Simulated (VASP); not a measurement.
# Ba5Na4F14 in VASP: a series of runs

Runs on Ba5Na4F14. Level: PBE. Tasks: single point.

Everything below comes from runs of VASP 6.6.1. Logs are shortened: lines on timing, memory, paths and dates and some standing lists are left out, and cuts for length are marked.

## Step 1: The cell of the first run

The cell holds a disordered packing, 23 atoms: a = 7.598 Å, b = 7.587 Å, c = 7.467 Å, α = 91.88°, β = 89.24°, γ = 84.83°.

## Step 2: Single point, PBE

Input file INCAR:

```
SYSTEM = Ba5Na4F14
  PREC = Accurate
  ENCUT = 520
  EDIFF = 1E-6
  ISMEAR = -1
  SIGMA = 0.1181
  LREAL = Auto
  LASPH = .True.
  NELM = 60
  ALGO = Normal
  ISIF = 2
  LWAVE = .False.
  LCHARG = .True.
  GGA = PE
  LELF = .True.
  LVHAR = .True.
  ISYM = 0
  NBANDS = 105
```

Input file KPOINTS:

```
regular mesh
0
Gamma
  1 1 1
  0 0 0
```

Input file POSCAR:

```
Ba5Na4F14
1.0
    7.5902190000      0.3427840000      0.0528720000
    0.3427840000      7.5783980000     -0.1247070000
    0.0528720000     -0.1247070000      7.4653180000
Ba F Na
5 14 4
Direct
    0.6140440799      0.2349153768      0.5855221242
    0.8526490400      0.3494881949      0.0758264235
    0.3318695738      0.9208915919      0.3284224489
    1.0251297299      0.8195553283      0.8025494195
    0.8614527632      0.8416822886      0.3538101046
    0.3085639085      0.7883337845      0.9538914954
    0.9205581574      0.5074409396      0.3650958588
    0.7224357176      0.4844218360      0.7560832871
    0.8041558591      0.7042571325      0.0505152581
    0.3776434643      0.4387242692      0.7390063253
    0.1682069922      0.7187519353      0.4816240859
    0.7384441410      0.0422453566      0.8549557129
    0.5232816306      0.9097252725      0.5848569563
    0.0602883160      0.0470279718      0.1322825302
   -0.0380862081      0.0745279967      0.5294608826
    0.5119831431      0.6070829692      0.2421034071
    0.1069721984      0.4990703903     -0.0207814674
    0.6248017177      0.0421334355      0.2543399783
    0.3317704092      0.2859145469      0.3648056493
    0.4559901123      0.6586275493      0.6290891234
    0.5861924339      0.8770683174      1.0189337403
    0.3563329456      0.4581180798      0.0912648993
    0.1347885740      0.4022012545      0.5348019696
```

Potentials or basis: VASP PAW PBE potentials, release 64 (Ba_sv, F, Na_pv).

Run with:

```bash
> cat potpaw_PBE.64/Ba_sv/POTCAR potpaw_PBE.64/F/POTCAR potpaw_PBE.64/Na_pv/POTCAR > POTCAR
> mpirun -np 1 vasp_gam > vasp.out
```

OUTCAR:

```text
SYSTEM = Ba5Na4F14
   PREC = Accurate
   ENCUT = 520
   EDIFF = 1E-6
   ISMEAR = -1
   LREAL = Auto
   LASPH = .True.
   NELM = 60
   ISIF = 2
   GGA = PE
   ISYM = 0

 ion  position               nearest neighbor table
   1  0.614  0.235  0.586-   8 2.46  10 2.50  13 2.62  12 2.66  19 2.73  18 2.83  15 2.83  20 3.33
                             5 3.74   3 3.83   2 4.21   2 4.34   4 4.58
   2  0.853  0.349  0.076-  17 2.44   7 2.52   9 2.70  14 2.71   8 2.79  12 3.01  16 3.30   1 4.21
                             5 4.22   1 4.34   5 4.43   4 4.46   4 4.53
   3  0.332  0.921  0.328-  11 2.37  13 2.42  18 2.54  14 2.67  16 2.69  19 2.77   6 2.95  21 2.98
                            20 3.15  15 3.27   5 3.68   1 3.83   5 4.02   4 4.34   4 4.67
   4  0.025  0.820  0.803-   6 2.44  12 2.65  11 2.68   9 2.70  17 2.83  15 2.87  14 2.99   5 3.59
                            20 3.60  21 3.67  23 3.71   5 4.28   3 4.34   2 4.46   2 4.53   1 4.58
   5  0.861  0.842  0.354-  15 2.35  18 2.39   9 2.52   7 2.54  11 2.63  14 2.82  13 3.07  21 3.28
                             4 3.59   3 3.68   1 3.74   3 4.02   2 4.22   4 4.28   2 4.43
   6  0.309  0.788  0.954-  21 2.32   4 2.44   3 2.95
   7  0.921  0.507  0.365-  23 2.19   2 2.52   5 2.54
   8  0.722  0.484  0.756-   1 2.46   2 2.79
   9  0.804  0.704  0.051-  21 2.04   5 2.52   2 2.70   4 2.70
  10  0.378  0.439  0.739-  20 2.02   1 2.50
  11  0.168  0.719  0.482-   3 2.37   5 2.63   4 2.68
  12  0.738  0.042  0.855-  21 2.18   4 2.65   1 2.66   2 3.01
  13  0.523  0.910  0.585-  20 2.05   3 2.42   1 2.62   5 3.07
  14  0.060  0.047  0.132-   3 2.67   2 2.71   5 2.82   4 2.99
  15  0.962  0.075  0.529-   5 2.35   1 2.83   4 2.87   3 3.27
  16  0.512  0.607  0.242-  22 2.03   3 2.69   2 3.30
  17  0.107  0.499  0.979-  22 2.08   2 2.44   4 2.83
  18  0.625  0.042  0.254-  21 2.16   5 2.39   3 2.54   1 2.83
  19  0.332  0.286  0.365-  23 2.07   1 2.73   3 2.77
  20  0.456  0.659  0.629-  10 2.02  13 2.05   3 3.15   1 3.33   4 3.60
  21  0.586  0.877  0.019-   9 2.04  18 2.16  12 2.18   6 2.32   3 2.98   5 3.28   4 3.67
  22  0.356  0.458  0.091-  16 2.03  17 2.08
  23  0.135  0.402  0.535-  19 2.07   7 2.19   4 3.71

IMPORTANT INFORMATION: All symmetrisations will be switched off!
NOSYMM: (Re-)initialisation of all symmetry stuff for point group C_1.

----------------------------------------------------------------------------------------

                                     Primitive cell

  volume of cell :     428.3969

  direct lattice vectors                    reciprocal lattice vectors
     7.590219000  0.342784000  0.052872000     0.132026177 -0.005988805 -0.001035098
     0.342784000  7.578398000 -0.124707000    -0.005988805  0.132261948  0.002251831
     0.052872000 -0.124707000  7.465318000    -0.001035098  0.002251831  0.133997714

  length of vectors
     7.598139298  7.587171341  7.466546734     0.132165988  0.132416613  0.134020631

  position of ions in fractional coordinates (direct lattice)
     0.614044080  0.234915377  0.585522124
     0.852649040  0.349488195  0.075826423
     0.331869574  0.920891592  0.328422449
     0.025129730  0.819555328  0.802549419
     0.861452763  0.841682289  0.353810105
     0.308563908  0.788333784  0.953891495
[... 15 lines left out ...]
     0.356332946  0.458118080  0.091264899
     0.134788574  0.402201254  0.534801970

  ion indices of the primitive-cell ions
   primitive index   ion index
                 1           1
                 2           2
                 3           3
                 4           4
                 5           5
                 6           6
[... 15 lines left out ...]
                22          22
                23          23

----------------------------------------------------------------------------------------

 KPOINTS: regular mesh

Automatic generation of k-mesh.
 Grid dimensions read from file:
 generate k-points for:    1    1    1

 Generating k-lattice:

  Cartesian coordinates                     Fractional coordinates (reciprocal lattice)
     0.132026177 -0.005988805 -0.001035098     1.000000000  0.000000000  0.000000000
    -0.005988805  0.132261948  0.002251831     0.000000000  1.000000000  0.000000000
    -0.001035098  0.002251831  0.133997714    -0.000000000  0.000000000  1.000000000

  Length of vectors
     0.132165988  0.132416613  0.134020631

  Shift w.r.t. Gamma in fractional coordinates (k-lattice)
     0.000000000  0.000000000  0.000000000

 Subroutine IBZKPT returns following result:
 ===========================================

 Found      1 irreducible k-points:

 Following reciprocal coordinates:
            Coordinates               Weight
  0.000000  0.000000  0.000000      1.000000
   k-points           NKPTS =      1   k-points in BZ     NKDIM =      1   number of bands    NBANDS=    105
   number of dos      NEDOS =    301   number of ions     NIONS =     23
   total plane-waves  NPLWV = 188160
   dimension x,y,z NGX =    60 NGY =   56 NGZ =   56
   dimension x,y,z NGXF=   120 NGYF=  112 NGZF=  112
   ions per type =               5  14   4
   NGX,Y,Z   is equivalent  to a cutoff of  13.13, 12.27, 12.47 a.u.
   NGXF,Y,Z  is equivalent  to a cutoff of  26.26, 24.54, 24.94 a.u.
 SYSTEM =  Ba5Na4F14
   PREC   = accura    normal or accurate (medium, high low for compatibility)
   ISTART =      0    job   : 0-new  1-cont  2-samecut
   ICHARG =      2    charge: 1-file 2-atom 10-const
   ISPIN  =      1    spin polarized calculation?
   LNONCOLLINEAR =      F non collinear calculations
   LSORBIT =      F    spin-orbit coupling
   LASPH  =      T    aspherical Exc in radial PAW
   ENCUT  =  520.0 eV  38.22 Ry    6.18 a.u.  14.13 14.11 13.88*2*pi/ulx,y,z
   NELM   =     60;   NELMIN=  2; NELMDL= -5     # of ELM steps
   EDIFF  = 0.1E-05   stopping-criterion for ELM
   LREAL  =      T    real-space projection
   EDIFFG = 0.1E-04   stopping-criterion for IOM
   NSW    =      0    number of steps for IOM
   IBRION =     -1    ionic relax: 0-MD 1-quasi-New 2-CG
   NFREE  =      0    steps in history (QN), initial steepest desc. (CG)
   ISIF   =      2    stress and relaxation
   ISYM   =      0    0-nonsym 1-usesym 2-fastsym
   POTIM  = 0.5000    time-step for ionic-motion
   TEBEG  =    0.0;   TEEND  =   0.0 temperature during run
   PSTRESS=    0.0 pullay stress
   NELECT =     176.0000    total number of electrons
   NUPDOWN=      -1.0000    fix difference up-down
   EMIN   =  10.00;   EMAX   =-10.00  energy-range for DOS
   EFERMI =   0.00;   METHOD = LEGACY
   ISMEAR =    -1;   SIGMA  =   0.12  broadening in eV -4-tet -1-fermi 0-gaus
   EFERMI_NEDOS =   21; number of points for ismear=-14 and -15
   IALGO  =     38    algorithm
   IMIX   =      4    mixing-type and parameters
     AMIX     =   0.40;   BMIX     =  1.00
     AMIX_MAG =   1.60;   BMIX_MAG =  1.00
  volume/ion in A,a.u.               =      18.63       125.69
  Fermi-wavevector in a.u.,A,eV,Ry     =   1.217018  2.299830 20.152032  1.481133
  Thomas-Fermi vector in A             =   2.352352
   LORBIT       =      0    0 simple, 1 ext, 2 COOP (PROOUT), +10 PAW based schemes
   GGA     = PE    functional components
   LHFCALC =     F    Hartree Fock is set to
   AEXX    =    0.0000 exact exchange contribution
   IVDW    =     0    specifies the selected vdW correction
   LEPSILON=     F    determine dielectric tensor
   LRPA    =     F    only Hartree local field effects (RPA)
 non-spin polarized calculation
  energy-cutoff  :      520.00
  volume of cell :      428.40
 maximum number of plane-waves:      5749
 NGX is ok and might be reduce to    60
   NGX = 29   NGY = 29   NGZ = 27

 number of electron     175.9999973 magnetization

 Free energy of the ion-electron system (eV)
  ---------------------------------------------------
  ext. energy  EPLUGINS =         0.00000000
  ---------------------------------------------------
  free energy    TOTEN  =      -112.92635359 eV

  energy without entropy =     -112.92635358  energy(sigma->0) =     -112.92635358

 E-fermi :   1.0744     XC(G=0):  -8.4036

 val. band max:       -1.3642971559   @ k =   0.0000   0.0000   0.0000
 cond. band min:       3.4934754593   @ k =   0.0000   0.0000   0.0000
 fundamental gap:      4.8577726151
 Fermi energy:         1.0744351682

 k-point     1 :       0.0000    0.0000    0.0000
  band No.  band energies     occupation
      1     -26.0593      2.00000
      2     -25.8549      2.00000
      3     -25.6255      2.00000
      4     -25.5556      2.00000
      5     -25.5430      2.00000
      6     -22.6799      2.00000
[... 92 lines left out ...]
     99       6.3638      0.00000
    100       6.4268      0.00000
 [bands above 100 left out]

------------------------ aborting loop because EDIFF is reached ----------------------------------------

  FORCE on cell =-STRESS in cart. coord.  units (eV):
  Direction    XX          YY          ZZ          XY          YZ          ZX
  --------------------------------------------------------------------------------------
  -------------------------------------------------------------------------------------
  Total       16.9665727      7.8649894     10.2598314      1.3628764      2.7778338     -0.1588416
  in kB       63.4539157     29.4145662     38.3711249      5.0970720     10.3889238     -0.5940578
  external PRESSURE =      43.7465356 kB  Pullay stress =       0.0000000 kB

 VOLUME and BASIS-vectors are now :
 -----------------------------------------------------------------------------
  energy-cutoff  :      520.00
  volume of cell :      428.40
      direct lattice vectors                 reciprocal lattice vectors
     7.590219000  0.342784000  0.052872000     0.132026177 -0.005988805 -0.001035098
     0.342784000  7.578398000 -0.124707000    -0.005988805  0.132261948  0.002251831
     0.052872000 -0.124707000  7.465318000    -0.001035098  0.002251831  0.133997714

 POSITION                                       TOTAL-FORCE (eV/Angst)
 -----------------------------------------------------------------------------------
      4.77221      1.91775      4.37428         0.103953      0.225038     -0.049122
      6.59560      2.93138      0.56757        -0.152387      0.262408     -0.345211
      2.85199      7.05169      2.35448        -1.014628      1.157496     -2.036421
      0.51410      6.11945      5.89041        -0.283244     -0.353250      1.528409
      6.84584      6.62977      2.58189        -0.142783     -2.060620     -0.939966
      2.66273      5.96112      7.03911         0.762903      0.506183      0.083074
[... 15 lines left out ...]
      2.86651      3.58257      0.64303        -0.372549     -0.237225     -0.415468
      1.18922      3.02755      3.94944        -0.219221      0.135157      0.357936
 -----------------------------------------------------------------------------------
    total drift:                               -0.004835     -0.006183      0.001563

  FREE ENERGIE OF THE ION-ELECTRON SYSTEM (eV)
  ---------------------------------------------------
  free  energy   TOTEN  =      -112.9263535885 eV

  energy  without entropy=     -112.9263535752  energy(sigma->0) =     -112.92635358
```

Wall time 2 min (1 thread of Intel Xeon Platinum 8259CL at 2.50GHz (Skylake/Cascade Lake), shared host); peak memory 0.42 GiB.

Results:

- Free energy: -112.9264 eV
- Pressure: 4.4 GPa
- Largest force: 2.553 eV/Å

Forces in eV/Å, atoms in the order of the input:
```
Ba   0.104  0.225 -0.049
Ba  -0.152  0.262 -0.345
Ba  -1.015  1.157 -2.036
Ba  -0.283 -0.353  1.528
Ba  -0.143 -2.061 -0.940
F    0.763  0.506  0.083
F   -0.339 -0.534  0.414
F    0.602  0.278  0.077
F    0.678  0.150 -0.301
F   -0.677 -1.005  0.043
F   -0.128 -0.765  1.215
F    0.186  0.524  0.050
F    0.635  0.225  0.450
F   -0.420 -0.188 -0.100
F    0.765  1.028  0.986
F    0.627  0.722  0.870
F   -0.533 -0.123 -0.389
F   -0.231  1.141 -0.478
F    0.433 -0.578 -0.284
Na   0.335 -0.290  0.424
Na  -0.616 -0.220 -1.159
Na  -0.373 -0.237 -0.415
Na  -0.219  0.135  0.358
```

Caveat: the k points lie up to 0.84 Å⁻¹ apart, too coarse for converged energies, forces and pressures; the atoms stand as in a frame of molecular dynamics; spin-orbit coupling is left out, which moves the levels of the heavy elements.

[end of part 1 of 2]
